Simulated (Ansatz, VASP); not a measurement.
## InP: VASP beside Ansatz

INCAR

```
ALGO = Normal
EDIFF = 1E-6
ENCUT = 520
GGA = PE
ISIF = 2
ISMEAR = 0
LASPH = T
LCHARG = F
LREAL = F
LWAVE = F
NBANDS = 16
NELM = 100
PREC = Accurate
SIGMA = 0.15
```

Contents of KPOINTS:

```
k-points
0
Gamma
  18 18 18
```

The input POSCAR:

```
InP
1.0
    0.0000000000      2.8117128208      2.7701604146
    2.8117128208      0.0000000000      2.7701604146
    2.8117128208      2.8117128208      0.0000000000
In P
1 1
Direct
    0.0000000000      0.0000000000      0.0000000000
    0.5000000000      0.5000000000      0.5000000000
```

Input for Ansatz:

```yaml
crystal:
  lattice:
    - [0.0, 2.8117128208, 2.7701604146]
    - [2.8117128208, 0.0, 2.7701604146]
    - [2.8117128208, 2.8117128208, 0.0]
  atoms:
    - { symbol: In, position: [0.0, 0.0, 0.0] }
    - { symbol: P, position: [0.5, 0.5, 0.5] }
basis:
  ecutwfc: 420
kpoints:
  mp_grid: { grid: [18, 18, 18] }
hamiltonian:
  xc: pbe
scf:
  occupations: { method: gaussian, width: 0.15 }
output:
  forces: true
  stress: true
  eigenvalues: true
  write_density: true
  write_potential: true
  elf: true
  volumetric_format: npy
```

Change from the starting cell: strain +0.015 along x and y, +0.000 along z, atoms carried along.

Alike in both runs: task single point; functional PBE; k mesh 18 × 18 × 18; occupations gaussian, width 0.15 eV; no spin polarisation.

|  | VASP | Ansatz |
| --- | --- | --- |
| version | VASP 6.6.1 | Ansatz 0.2.0 |
| potentials or method | VASP PAW PBE potentials, release 64 (In_d, P), cutoff 520 eV | scalar-relativistic, plane waves, PAW |
| valence electrons in the cell | 18 | 18 |

Ansatz gave:

```
gap on the k mesh at the Fermi level (eV)                     : none
pressure (GPa)                                                : -2.0
traceless stress, the component that is largest in VASP (GPa) : 0.98
```

Question: Estimate VASP's values.

Answer: gap on the k mesh at the Fermi level (eV): none; pressure (GPa): -2.0; traceless stress, the component that is largest in VASP (GPa): 0.97.

A gap of «none» marks a metal or a gap that the smearing closes.
